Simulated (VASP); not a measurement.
Wanted: the native input for a VASP 6.6.1 run.

```
Task                   : single point
Functional             : LDA
Potentials or basis    : VASP PAW LDA potentials, release 64 (Pd)
Cutoff                 : 520 eV
k mesh                 : 15 × 15 × 4
Occupations            : fermi-dirac, width 0.1 eV
Spin                   : no spin polarisation
Dipole correction      : no
Further INCAR settings : ALGO = Normal; EDIFF = 1e-06; NBANDS = 28
```

The structure of Pd lies in POSCAR:

```
Pd
1.0
    2.6351256189      0.0000000000      0.0000000000
   -1.3175628094      2.2820857281      0.0000000000
    0.0000000000      0.0000000000      8.6895512365
Pd
4
Direct
    1.0000000000      1.0000000000      0.0000000000
    1.0000000000      0.0000000000      0.5000000000
    0.3333333333      0.6666666667      0.2500000000
    0.6666666667      0.3333333333      0.7500000000
```

This cell differs from its parent crystal: volume scaled by 0.92.

The input as run:

INCAR

```
PREC = Accurate ; ENCUT = 520
EDIFF = 1E-6 ; ISMEAR = -1
SIGMA = 0.1 ; LREAL = False
LASPH = True ; NELM = 100
ALGO = Normal ; ISIF = 2
LWAVE = False ; LCHARG = False
NBANDS = 28
```

KPOINTS

```
Automatic mesh
0
Gamma
  15 15 4
```

Potentials or basis: VASP PAW LDA potentials, release 64 (Pd).

Run with:

```bash
$ cat potpaw_LDA.64/Pd/POTCAR > POTCAR
$ mpirun -np 1 vasp_std > vasp.out
```

It gave:

```json
{"Pressure": "23.7 GPa", "Band gap on the k mesh": "zero (band 20 reaches 12.13 eV, above the bottom of band 21 at 10.97 eV)"}
```

Run time: 49 s on 1 thread of Intel(R) Xeon(R) 6975P-C (Granite Rapids), on a shared host, peak memory 0.21 GiB.
